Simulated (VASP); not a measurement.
# Ge (P6_3/mmc) in VASP: a series of runs

Runs on Ge. Level: PBE. Tasks: single point.

Everything below comes from runs of VASP 6.6.1. Logs are shortened: lines on timing, memory, paths and dates and some standing lists are left out, and cuts for length are marked.

### 1 The cell of the first run

The structure is hexagonal, space group P6_3/mmc (No. 194). The conventional cell has a = 3.998 Å, b = 3.998 Å, c = 6.599 Å, α = 90.00°, β = 90.00°, γ = 120.00°. Ge (site symmetry 3m) has 4 Ge at 2.45 to 2.47 Å within 3.2 Å.

This isn't the form of Ge at room conditions, which is diamond.

### 2 Single point, PBE

File INCAR:

```
PREC = Accurate
ENCUT = 520
EDIFF = 1E-6
ISMEAR = 0
SIGMA = 0.1
LREAL = F
LASPH = T
NELM = 60
ALGO = Normal
ISIF = 2
LWAVE = F
LCHARG = F
GGA = PE
NBANDS = 36
```

File KPOINTS:

```
Automatic mesh
0
Gamma
  12 12 6
```

File POSCAR:

```
Ge
1.0
    3.9975858431      0.0000000000      0.0000000000
   -1.9987929216      3.4620108940      0.0000000000
    0.0000000000      0.0000000000      6.5993779500
Ge
4
Direct
    0.6666666700      0.3333333300      0.0629012500
    0.3333333300      0.6666666700      0.5629012500
    0.6666666700      0.3333333300      0.4370987500
    0.3333333300      0.6666666700      0.9370987500
```

Potentials or basis: VASP PAW PBE potentials, release 64 (Ge_d).

On the command line:

```bash
$ cat potpaw_PBE.64/Ge_d/POTCAR > POTCAR
$ mpirun -np 1 vasp_std > vasp.out
```

OUTCAR:

```text
PREC = Accurate
   ENCUT = 520
   EDIFF = 1E-6
   ISMEAR = 0
   LREAL = F
   LASPH = T
   NELM = 60
   ISIF = 2
   GGA = PE

 ion  position               nearest neighbor table
   1  0.667  0.333  0.063-   4 2.45   4 2.45   4 2.45   3 2.47
   2  0.333  0.667  0.563-   3 2.45   3 2.45   3 2.45   4 2.47
   3  0.667  0.333  0.437-   2 2.45   2 2.45   2 2.45   1 2.47
   4  0.333  0.667  0.937-   1 2.45   1 2.45   1 2.45   2 2.47

  LATTYP: Found a hexagonal cell.
 ALAT       =     3.9975858431
 C/A-ratio  =     1.6508408347

  Lattice vectors:

 A1 = (   3.9975858431,   0.0000000000,   0.0000000000)
 A2 = (  -1.9987929216,   3.4620108940,   0.0000000000)
 A3 = (   0.0000000000,   0.0000000000,   6.5993779500)

Analysis of symmetry for initial positions (statically):
=====================================================================
 Subroutine PRICEL returns:
 Original cell was already a primitive cell.

 Routine SETGRP: Setting up the symmetry group for a
 hexagonal supercell.

 Subroutine GETGRP returns: Found 24 space group operations
 (whereof 12 operations were pure point group operations)
 out of a pool of 24 trial point group operations.

The static configuration has the point symmetry D_3d.
 The point group associated with its full space group is D_6h.

Analysis of symmetry for dynamics (positions and initial velocities):
=====================================================================
 Subroutine PRICEL returns:
 Original cell was already a primitive cell.

 Routine SETGRP: Setting up the symmetry group for a
 hexagonal supercell.

 Subroutine GETGRP returns: Found 24 space group operations
 (whereof 12 operations were pure point group operations)
 out of a pool of 24 trial point group operations.

The dynamic configuration has the point symmetry D_3d.
 The point group associated with its full space group is D_6h.

 Subroutine INISYM returns: Found 24 space group operations
 (whereof 12 operations are pure point group operations),
 and found     1 'primitive' translations

----------------------------------------------------------------------------------------

                                     Primitive cell

  volume of cell :      91.3333

  direct lattice vectors                    reciprocal lattice vectors
     3.997585843  0.000000000  0.000000000     0.250150976  0.144424733  0.000000000
    -1.998792922  3.462010894  0.000000000     0.000000000  0.288849467  0.000000000
     0.000000000  0.000000000  6.599377950     0.000000000  0.000000000  0.151529433

  length of vectors
     3.997585843  3.997585843  6.599377950     0.288849467  0.288849467  0.151529433

  position of ions in fractional coordinates (direct lattice)
     0.666666670  0.333333330  0.062901250
     0.333333330  0.666666670  0.562901250
     0.666666670  0.333333330  0.437098750
     0.333333330  0.666666670  0.937098750

  ion indices of the primitive-cell ions
   primitive index   ion index
                 1           1
                 2           2
                 3           3
                 4           4

----------------------------------------------------------------------------------------

 KPOINTS: Automatic mesh

Automatic generation of k-mesh.
 Grid dimensions read from file:
 generate k-points for:   12   12    6

 Generating k-lattice:

  Cartesian coordinates                     Fractional coordinates (reciprocal lattice)
     0.020845915  0.012035394  0.000000000     0.083333333  0.000000000  0.000000000
     0.000000000  0.024070789  0.000000000     0.000000000  0.083333333  0.000000000
     0.000000000  0.000000000  0.025254906     0.000000000  0.000000000  0.166666667

  Length of vectors
     0.024070789  0.024070789  0.025254906

  Shift w.r.t. Gamma in fractional coordinates (k-lattice)
     0.000000000  0.000000000  0.000000000

 Subroutine IBZKPT returns following result:
 ===========================================

 Found     76 irreducible k-points:

 Following reciprocal coordinates:
            Coordinates               Weight
  0.000000  0.000000  0.000000      1.000000
  0.083333  0.000000  0.000000      6.000000
  0.166667 -0.000000  0.000000      6.000000
  0.250000 -0.000000  0.000000      6.000000
  0.333333  0.000000  0.000000      6.000000
  0.416667  0.000000  0.000000      6.000000
[... 16 lines left out ...]
  0.250000 -0.000000  0.166667     12.000000
  0.333333  0.000000  0.166667     12.000000
 [... further k-points ...]
   k-points           NKPTS =     76   k-points in BZ     NKDIM =     76   number of bands    NBANDS=     36
   number of dos      NEDOS =    301   number of ions     NIONS =      4
   total plane-waves  NPLWV =  45000
   dimension x,y,z NGX =    30 NGY =   30 NGZ =   50
   dimension x,y,z NGXF=    60 NGYF=   60 NGZF=  100
   ions per type =               4
   NGX,Y,Z   is equivalent  to a cutoff of  12.48, 12.48, 12.60 a.u.
   NGXF,Y,Z  is equivalent  to a cutoff of  24.95, 24.95, 25.19 a.u.
 SYSTEM =  unknown system
   PREC   = accura    normal or accurate (medium, high low for compatibility)
   ISTART =      0    job   : 0-new  1-cont  2-samecut
   ICHARG =      2    charge: 1-file 2-atom 10-const
   ISPIN  =      1    spin polarized calculation?
   LNONCOLLINEAR =      F non collinear calculations
   LSORBIT =      F    spin-orbit coupling
   LASPH  =      T    aspherical Exc in radial PAW
   ENCUT  =  520.0 eV  38.22 Ry    6.18 a.u.   7.43  7.43 12.27*2*pi/ulx,y,z
   NELM   =     60;   NELMIN=  2; NELMDL= -5     # of ELM steps
   EDIFF  = 0.1E-05   stopping-criterion for ELM
   LREAL  =      F    real-space projection
   EDIFFG = 0.1E-04   stopping-criterion for IOM
   NSW    =      0    number of steps for IOM
   IBRION =     -1    ionic relax: 0-MD 1-quasi-New 2-CG
   NFREE  =      0    steps in history (QN), initial steepest desc. (CG)
   ISIF   =      2    stress and relaxation
   ISYM   =      2    0-nonsym 1-usesym 2-fastsym
   POTIM  = 0.5000    time-step for ionic-motion
   TEBEG  =    0.0;   TEEND  =   0.0 temperature during run
   PSTRESS=    0.0 pullay stress
   NELECT =      56.0000    total number of electrons
   NUPDOWN=      -1.0000    fix difference up-down
   EMIN   =  10.00;   EMAX   =-10.00  energy-range for DOS
   EFERMI =   0.00;   METHOD = LEGACY
   ISMEAR =     0;   SIGMA  =   0.10  broadening in eV -4-tet -1-fermi 0-gaus
   EFERMI_NEDOS =   21; number of points for ismear=-14 and -15
   IALGO  =     38    algorithm
   IMIX   =      4    mixing-type and parameters
     AMIX     =   0.40;   BMIX     =  1.00
     AMIX_MAG =   1.60;   BMIX_MAG =  1.00
  volume/ion in A,a.u.               =      22.83       154.09
  Fermi-wavevector in a.u.,A,eV,Ry     =   1.390789  2.628209 26.317650  1.934293
  Thomas-Fermi vector in A             =   2.514690
   LORBIT       =      0    0 simple, 1 ext, 2 COOP (PROOUT), +10 PAW based schemes
   GGA     = PE    functional components
   LHFCALC =     F    Hartree Fock is set to
   AEXX    =    0.0000 exact exchange contribution
   IVDW    =     0    specifies the selected vdW correction
   LEPSILON=     F    determine dielectric tensor
   LRPA    =     F    only Hartree local field effects (RPA)
 non-spin polarized calculation
 Gauss-broadening in eV      SIGMA  =   0.10
  energy-cutoff  :      520.00
  volume of cell :       91.33
 maximum number of plane-waves:      2491
 NGX is ok and might be reduce to    30
   NGX = 15   NGY = 15   NGZ = 25

 number of electron      56.0000053 magnetization

 Free energy of the ion-electron system (eV)
  ---------------------------------------------------
  ext. energy  EPLUGINS =         0.00000000
  ---------------------------------------------------
  free energy    TOTEN  =       -17.96700907 eV

  energy without entropy =      -17.96642588  energy(sigma->0) =      -17.96671748

 E-fermi :   4.9982     XC(G=0):  -9.8799

 val. band max:        4.9767209476   @ k =   0.0000   0.0000   0.1667
 cond. band min:       5.0804442731   @ k =   0.0000   0.0000   0.0000
 fundamental gap:      0.1037233255
 Fermi energy:         4.9981910409

 k-point     1 :       0.0000    0.0000    0.0000
  band No.  band energies     occupation
      1     -19.9322      2.00000
      2     -19.9322      2.00000
      3     -19.8943      2.00000
      4     -19.8942      2.00000
      5     -19.8942      2.00000
      6     -19.8813      2.00000
[... 28 lines left out ...]
     35       9.5173      0.00000
     36      11.1129      0.00000

 k-point     2 :       0.0833    0.0000    0.0000
  band No.  band energies     occupation
      1     -19.9370      2.00000
      2     -19.9337      2.00000
      3     -19.8989      2.00000
      4     -19.8967      2.00000
      5     -19.8942      2.00000
      6     -19.8754      2.00000
[... 28 lines left out ...]
     35       9.8271      0.00000
     36      11.5151      0.00000

 k-point     3 :       0.1667   -0.0000    0.0000
  band No.  band energies     occupation
      1     -19.9450      2.00000
      2     -19.9368      2.00000
      3     -19.9076      2.00000
      4     -19.9023      2.00000
      5     -19.8933      2.00000
      6     -19.8664      2.00000
[... 28 lines left out ...]
     35      10.6344      0.00000
     36      10.7620      0.00000

 k-point     4 :       0.2500   -0.0000    0.0000
  band No.  band energies     occupation
      1     -19.9504      2.00000
      2     -19.9395      2.00000
      3     -19.9168      2.00000
      4     -19.9079      2.00000
      5     -19.8896      2.00000
      6     -19.8593      2.00000
[... 28 lines left out ...]
     35      11.3409      0.00000
     36      11.7320      0.00000

 k-point     5 :       0.3333    0.0000    0.0000
  band No.  band energies     occupation
      1     -19.9516      2.00000
      2     -19.9410      2.00000
      3     -19.9256      2.00000
      4     -19.9121      2.00000
      5     -19.8825      2.00000
      6     -19.8546      2.00000
[... 655 lines left out ...]
 k-point    22 :       0.1667   -0.0000    0.1667
  band No.  band energies     occupation
      1     -19.9424      2.00000
      2     -19.9350      2.00000
      3     -19.9061      2.00000
      4     -19.9056      2.00000
      5     -19.8966      2.00000
      6     -19.8674      2.00000
[... 28 lines left out ...]
     35      10.4238      0.00000
     36      11.1867      0.00000

 k-point    23 :       0.2500   -0.0000    0.1667
  band No.  band energies     occupation
      1     -19.9473      2.00000
      2     -19.9378      2.00000
      3     -19.9146      2.00000
      4     -19.9107      2.00000
      5     -19.8929      2.00000
      6     -19.8603      2.00000
[... 28 lines left out ...]
     35      11.1989      0.00000
     36      11.4847      0.00000

 k-point    24 :       0.3333    0.0000    0.1667
  band No.  band energies     occupation
      1     -19.9482      2.00000
      2     -19.9394      2.00000
      3     -19.9228      2.00000
      4     -19.9146      2.00000
      5     -19.8856      2.00000
      6     -19.8552      2.00000
[... 28 lines left out ...]
     35      11.9877      0.00000
     36      12.5959      0.00000

 [... further k-points ...]

------------------------ aborting loop because EDIFF is reached ----------------------------------------

  FORCE on cell =-STRESS in cart. coord.  units (eV):
  Direction    XX          YY          ZZ          XY          YZ          ZX
  --------------------------------------------------------------------------------------
  -------------------------------------------------------------------------------------
  Total        1.6136262      1.6136262      1.5745608     -0.0000000     -0.0000000     -0.0000000
  in kB       28.3063763     28.3063763     27.6210890     -0.0000000     -0.0000000     -0.0000000
  external PRESSURE =      28.0779472 kB  Pullay stress =       0.0000000 kB

 VOLUME and BASIS-vectors are now :
 -----------------------------------------------------------------------------
  energy-cutoff  :      520.00
  volume of cell :       91.33
      direct lattice vectors                 reciprocal lattice vectors
     3.997585843  0.000000000  0.000000000     0.250150976  0.144424733  0.000000000
    -1.998792922  3.462010894  0.000000000     0.000000000  0.288849467  0.000000000
     0.000000000  0.000000000  6.599377950     0.000000000  0.000000000  0.151529433

 POSITION                                       TOTAL-FORCE (eV/Angst)
 -----------------------------------------------------------------------------------
      1.99879      1.15400      0.41511         0.000000      0.000000      0.007743
     -0.00000      2.30801      3.71480        -0.000000     -0.000000      0.007743
      1.99879      1.15400      2.88458        -0.000000     -0.000000     -0.007743
     -0.00000      2.30801      6.18427         0.000000     -0.000000     -0.007743
 -----------------------------------------------------------------------------------
    total drift:                               -0.000014      0.000008     -0.000003

  FREE ENERGIE OF THE ION-ELECTRON SYSTEM (eV)
  ---------------------------------------------------
  free  energy   TOTEN  =       -17.9670090742 eV

  energy  without entropy=      -17.9664258826  energy(sigma->0) =      -17.96671748
```

Wall time 5.6 min (1 thread of AMD EPYC 7R13, shared host); peak memory 0.31 GiB.

Results:

| Item | Value |
| --- | --- |
| Free energy | -17.9670 eV |
| Pressure | 2.8 GPa |
| Largest force | 0.008 eV/Å |
| Band gap on the k mesh | 0.02 eV (least direct gap 0.07 eV) |

Forces on the atoms (eV/Å):
```
Ge   0.000  0.000  0.008
Ge   0.000  0.000  0.008
Ge   0.000  0.000 -0.008
Ge   0.000  0.000 -0.008
```

Caveat: the smearing spreads over this small gap; semilocal functionals underestimate gaps, and a narrow one can read as zero. A k mesh can miss the band edges.

### 3 Single point, PBE (23.15 Å³/atom)

This run uses another cell than the first one, of 23.15 Å³/atom.

File INCAR:

```
SYSTEM = Ge
PREC = Accurate
ENCUT = 520
EDIFF = 1E-6
ISMEAR = 0
SIGMA = 0.1
LREAL = .FALSE.
LASPH = .TRUE.
NELM = 60
ALGO = Normal
ISIF = 2
LWAVE = .FALSE.
LCHARG = .FALSE.
GGA = PE
NBANDS = 36
```

File KPOINTS:

```
Automatic mesh
0
G
  12 12 6
  0 0 0
```

File POSCAR:

```
Ge
1.0
    4.0157070923      0.0000000000      0.0000000000
   -2.0078535462      3.4777043561      0.0000000000
    0.0000000000      0.0000000000      6.6297250163
Ge
4
Direct
    0.6666666667      0.3333333333      0.0629628726
    0.3333333333      0.6666666667      0.5629628726
    0.6666666667      0.3333333333      0.4370371274
    0.3333333333      0.6666666667      0.9370371274
```

Potentials or basis: VASP PAW PBE potentials, release 64 (Ge_d).

On the command line:

```bash
$ cat potpaw_PBE.64/Ge_d/POTCAR > POTCAR
$ mpirun -np 1 vasp_std > vasp.out
```

It took 4.7 min on 1 thread of AMD EPYC 7R13, shared host; peak memory 0.32 GiB.

Results (log left out):

```yaml
Free_energy: -17.9859 eV
Pressure: 1.9 GPa
Largest_force: 0.004 eV/Å
Band_gap_on_the_k_mesh: 0.02 eV (least direct gap 0.04 eV)
```

Forces in eV/Å, atoms in the order of the input:
```
Ge   0.000  0.000 -0.004
Ge   0.000  0.000 -0.004
Ge   0.000  0.000  0.004
Ge   0.000  0.000  0.004
```

Levels at points of the mesh, in eV from the valence-band top:
```
           k point  band 26  band 27  band 28  band 29  band 30  band 31
(0.00, 0.00, 0.00)    -0.12    -0.09    -0.06     0.16     0.16     2.31
(0.50, 0.00, 0.00)    -2.97    -2.72    -1.38     0.60     1.66     3.61
(0.00, 0.00, 0.50)    -0.80    -0.80    -0.80     0.70     0.70     3.40
(0.50, 0.00, 0.50)    -2.47    -2.33    -2.33     0.57     0.57     2.18
```

Caveat: the smearing spreads over this small gap; semilocal functionals underestimate gaps, and a narrow one can read as zero. A k mesh can miss the band edges.

### 4 Single point, PBE (24.58 Å³/atom)

This run uses another cell than the first one, of 24.58 Å³/atom.

File INCAR:

```
PREC = Accurate ; ENCUT = 520
EDIFF = 1E-6 ; ISMEAR = 0
SIGMA = 0.1 ; LREAL = F
LASPH = T ; NELM = 80
ALGO = Normal ; ISIF = 2
LWAVE = F ; LCHARG = F
GGA = PE ; NBANDS = 36
```

File KPOINTS:

```
regular mesh
0
Gamma
  12 12 6
```

File POSCAR:

```
Ge
1.0
    4.0983390896      0.0000000000      0.0000000000
   -2.0491695448      3.5492657649      0.0000000000
    0.0000000000      0.0000000000      6.7587951602
Ge
4
Direct
    0.6666666667      0.3333333333      0.0627911808
    0.3333333333      0.6666666667      0.5627911808
    0.6666666667      0.3333333333      0.4372088192
    0.3333333333      0.6666666667      0.9372088192
```

On the command line:

```bash
$ cat potpaw_PBE.64/Ge_d/POTCAR > POTCAR
$ mpirun -np 1 vasp_std > vasp.out
```

Wall time 4.8 min (1 thread of AMD EPYC 7R13, shared host); peak memory 0.32 GiB.

The run converged. Its results:

```
Free energy            : -17.9877 eV
Pressure               : -1.7 GPa
Largest force          : 0.010 eV/Å
Band gap on the k mesh : zero (bands 28 and 29 overlap by 0.01 eV)
```

Forces in eV/Å, atoms in the order of the input:
```
Ge   0.000  0.000 -0.010
Ge   0.000  0.000 -0.010
Ge   0.000  0.000  0.010
Ge   0.000  0.000  0.010
```

Levels at points of the mesh, in eV from the Fermi level:
| k point | band 25 | band 26 | band 27 | band 28 | band 29 | band 30 | band 31 | band 32 |
| --- | --- | --- | --- | --- | --- | --- | --- | --- |
| (0.00, 0.00, 0.00) | -1.36 | -0.66 | -0.26 | -0.13 | 0.10 | 0.10 | 2.26 | 2.26 |
| (0.50, 0.00, 0.00) | -4.20 | -2.82 | -2.54 | -1.33 | 0.61 | 1.43 | 3.57 | 3.67 |
| (0.00, 0.00, 0.50) | -0.79 | -0.79 | -0.79 | -0.79 | 0.46 | 0.46 | 3.30 | 3.30 |
| (0.50, 0.00, 0.50) | -2.36 | -2.36 | -2.21 | -2.21 | 0.49 | 0.49 | 2.18 | 2.18 |

Caveat: semilocal functionals underestimate gaps, and a narrow one can read as zero.

### 5 The runs side by side

```csv
cell,gap on the mesh (eV),pressure (GPa),largest force (eV/Å)
"a = 3.998, b = 3.998, c = 6.599 Å, angles 90.0, 90.0, 120.0°, 4 atoms, atomic positions A",0.02,2.8,0.01
"a = 4.016, b = 4.016, c = 6.630 Å, angles 90.0, 90.0, 120.0°, 4 atoms, atomic positions B",0.02,1.9,-
"a = 4.098, b = 4.098, c = 6.759 Å, angles 90.0, 90.0, 120.0°, 4 atoms, atomic positions C",none,-1.7,0.01
```

Alike in all rows: task single point; level PBE; potentials or basis VASP PAW PBE potentials, release 64 (Ge_d); no spin polarisation; k mesh 12 × 12 × 6; cutoff (eV) 520; smearing gaussian 0.1 eV.

Caveats: semilocal functionals underestimate gaps, and a narrow one can read as zero; the smearing spreads over this small gap (at least some runs).

Absolute energies hang on the potentials; compare differences alone.

The gap in the log of VASP goes by the Fermi energy; the results here count the filled bands.